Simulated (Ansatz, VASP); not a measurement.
One calculation of SiC, two programs

```
Si C
1.0
     0.00000    2.32103    2.32103
     2.17814    0.14289    2.17814
     2.17814    2.17814    0.14289
Si C
1 1
Cartesian
  0.0000 0.0000 0.0000
  3.2672 3.4815 3.4815
```

Change from the starting cell: strain +0.1312 x Voigt [0, 0, 0, 1, 0, 0], atoms carried along.

Alike in both runs: task single point; functional r2SCAN; k mesh 10 × 10 × 10; occupations gaussian, width 0.05 eV; no spin polarisation.

|  | VASP | Ansatz |
| --- | --- | --- |
| version | VASP 6.6.1 | Ansatz 0.2.0 |
| potentials or method | VASP PAW PBE potentials, release 64 (Si, C), cutoff 520 eV | scalar-relativistic, plane waves, PAW |
| valence electrons in the cell | 8 | 8 |

|  | VASP | Ansatz | Ansatz less VASP |
| --- | --- | --- | --- |
| gap on the k mesh at the Fermi level (eV) | 0.71 | 0.71 | -0.001 |
| least direct gap on the mesh (eV) | 3.36 | 3.36 | -0.003 |
| pressure (GPa) | 4.9 | 5.1 | +0.19 |
| traceless stress, the component that is largest in VASP (GPa) | -38.16 | -38.00 | +0.159 |
| rms of the force components (eV/Å) | 0.612 | 0.617 | +0.0050 |

VASP's potentials were made for PBE, not for r2SCAN. Atom by atom the forces differ by 0.005 eV/Å (rms over components).
